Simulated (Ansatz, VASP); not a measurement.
GaN: VASP beside Ansatz

Contents of POSCAR:

```
GaN
1.0
    0.0000000000      2.1352350000      2.1352350000
    2.1352350000      0.0000000000      2.1352350000
    2.1352350000      2.1352350000      0.0000000000
Ga N
1 1
Direct
   -0.0731769571     -0.0731769571      0.0731769571
    0.5000000000      0.5000000000      0.5000000000
```

The input INCAR.step1:

```
SYSTEM = GaN
PREC = Accurate
ENCUT = 520
ISMEAR = 0
SIGMA = 0.05
LREAL = .FALSE.
LASPH = .TRUE.
NELM = 100
NBANDS = 16
GGA = PE
ALGO = Normal
EDIFF = 1E-4
LWAVE = .TRUE.
LCHARG = .FALSE.
```

File INCAR.step2:

```
SYSTEM = GaN
PREC = Accurate
ENCUT = 520
EDIFF = 1E-7
ISMEAR = 0
SIGMA = 0.05
LREAL = .FALSE.
LASPH = .TRUE.
NELM = 100
ALGO = Normal
ISIF = 2
LWAVE = .FALSE.
LCHARG = .FALSE.
METAGGA = R2SCAN
LMIXTAU = .TRUE.
NBANDS = 16
ISTART = 1
```

The input KPOINTS:

```
Automatic mesh
0
G
  12 12 12
  0 0 0
```

Input for Ansatz:

```yaml
crystal:
  lattice:
    - [0.0, 2.135235, 2.135235]
    - [2.135235, 0.0, 2.135235]
    - [2.135235, 2.135235, 0.0]
  atoms:
    - { symbol: Ga, position: [-0.0731769571, -0.0731769571, 0.0731769571] }
    - { symbol: "N", position: [0.5, 0.5, 0.5] }
basis:
  ecutwfc: 500
kpoints:
  mp_grid: { grid: [12, 12, 12] }
hamiltonian:
  xc: r2scan
scf:
  occupations: { method: gaussian, width: 0.05 }
output:
  forces: true
  stress: true
  eigenvalues: true
```

Change from the starting cell: all Ga atoms moved +0.312 Å, as atom 1 towards its neighbour atom 2 (N) at 2.135 Å.

Alike in both runs: task single point; functional r2SCAN; k mesh 12 × 12 × 12; occupations gaussian, width 0.05 eV; no spin polarisation.

|  | VASP | Ansatz |
| --- | --- | --- |
| version | VASP 6.6.1 | Ansatz 0.2.0 |
| potentials or method | VASP PAW PBE potentials, release 64 (Ga_d, N), cutoff 520 eV | scalar-relativistic, plane waves, PAW |
| valence electrons in the cell | 18 | 18 |

|  | VASP | Ansatz | Ansatz less VASP |
| --- | --- | --- | --- |
| gap on the k mesh at the Fermi level (eV) | 0.93 | 0.96 | +0.029 |
| least direct gap on the mesh (eV) | 2.68 | 2.66 | -0.020 |
| pressure (GPa) | 5.0 | 3.9 | -1.10 |
| traceless stress, the component that is largest in VASP (GPa) | 30.38 | 29.87 | -0.510 |
| rms of the force components (eV/Å) | 1.276 | 1.229 | -0.0473 |

VASP's potentials were made for PBE, not for r2SCAN. Atom by atom the forces differ by 0.047 eV/Å (rms over components). With one functional, cell and mesh, what is left measures potentials, basis and numerics.
